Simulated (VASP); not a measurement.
Wanted: the native input for a VASP 6.6.1 run.

```
Task                   : relaxation of cell and atoms
Functional             : revPBE
Dispersion             : D4
Potentials or basis    : VASP PAW PBE potentials, release 64 (Sb)
Cutoff                 : 600 eV
k mesh                 : 8 × 8 × 8
Occupations            : fermi-dirac, width 0.05 eV
Spin                   : no spin polarisation
Dipole correction      : no
Further INCAR settings : ALGO = Normal; EDIFF = 1e-06; IBRION = 2; EDIFFG = -0.01; NSW = 80; ISIF = 3
```

The structure of Sb lies in POSCAR:

```
Sb
1.0
    2.1542000000      1.2437279499      3.7580000000
   -2.1542000000      1.2437279499      3.7580000000
    0.0000000000     -2.4874558998      3.7580000000
Sb
2
Direct
    0.7665100000      0.7665100000      0.7665100000
    0.2334900000      0.2334900000      0.2334900000
```

These files were run (other wordings do the same):

INCAR

```
SYSTEM = Sb
  ALGO = Normal
  EDIFF = 1E-6
  EDIFFG = -0.01
  ENCUT = 600
  GGA = RE
  IBRION = 2
  ISIF = 3
  ISMEAR = -1
  IVDW = 13
  LASPH = .TRUE.
  LCHARG = .FALSE.
  LREAL = .FALSE.
  LWAVE = .FALSE.
  NELM = 60
  NSW = 80
  PREC = Accurate
  SIGMA = 0.05
```

KPOINTS

```
k-points
0
G
  8 8 8
  0 0 0
```

Potentials or basis: VASP PAW PBE potentials, release 64 (Sb).

Run with:

```bash
$ cat potpaw_PBE.64/Sb/POTCAR > POTCAR
$ mpirun -np 1 vasp_std > vasp.out
```

It gave:

```json
{
  "Relaxed volume": "29.19 Å³/atom",
  "Relaxed cell": "a = 4.402 Å, b = 4.402 Å, c = 4.402 Å, α = 58.59°, β = 58.59°, γ = 58.59°",
  "Space group after relaxing (to 0.05 Å)": "R-3m (No. 166)",
  "Energy gained by relaxing": "8.4 meV/atom",
  "Ionic steps": "11",
  "Pressure after relaxing": "0.0 GPa",
  "Largest force after relaxing": "0.007 eV/Å",
  "Band gap on the k mesh": "zero (band 5 reaches 7.82 eV, above the bottom of band 6 at 7.57 eV)",
  "Dispersion energy per atom": "-0.837 eV"
}
```

Caveat: the PAW data sets were made with another functional, which shifts forces and pressure a little; spin-orbit coupling is left out, which moves the levels of the heavy elements; pairwise dispersion overbinds metals, which lowers pressure and volume.

It took 96 s on 1 thread of Intel(R) Xeon(R) Platinum 8488C (Sapphire Rapids), with other jobs on the host, peak memory 0.22 GiB.
